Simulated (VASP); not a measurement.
Set up this calculation in VASP 6.6.1, as the native input.

```yaml
Task: single point
Functional: PBE
Potentials_or_basis: VASP PAW PBE potentials, release 64 (B, N)
Cutoff: 520 eV
k_mesh: 12 × 12 × 6
Occupations: gaussian, width 0.01 eV
Spin: no spin polarisation
Dipole_correction: no
Further_INCAR_settings: ALGO = Normal; EDIFF = 1e-06; NBANDS = 16
```

The structure of BN lies in POSCAR:

```
BN
1.0
    2.4664852633      0.0000000000      0.0000000000
   -1.2332426316      2.1360388922      0.0000000000
    0.0000000000      0.0000000000      4.0839004813
B N
2 2
Direct
    0.6666666667      0.3333333333      0.0000000000
    0.3333333333      0.6666666667      0.5000000000
    0.6666666667      0.3333333333      0.3750000000
    0.3333333333      0.6666666667      0.8750000000
```

The input as run:

INCAR

```
ALGO = Normal
EDIFF = 1E-6
ENCUT = 520
GGA = PE
ISIF = 2
ISMEAR = 0
LASPH = True
LCHARG = False
LREAL = False
LWAVE = False
NBANDS = 16
NELM = 100
PREC = Accurate
SIGMA = 0.01
```

KPOINTS

```
k-points
0
Gamma
  12 12 6
```

Potentials or basis: VASP PAW PBE potentials, release 64 (B, N).

Launch:

```console
$ cat potpaw_PBE.64/B/POTCAR potpaw_PBE.64/N/POTCAR > POTCAR
$ mpirun -np 1 vasp_std > vasp.out
```

It gave:

```
Pressure               : 47.4 GPa
Largest force          : 0.142 eV/Å
Band gap on the k mesh : 5.05 eV, indirect (least direct gap 8.75 eV)
```

It took 22 s on 1 thread of Intel(R) Xeon(R) Platinum 8259CL CPU @ 2.50GHz (Skylake/Cascade Lake), with other jobs on the host, peak memory 0.13 GiB.
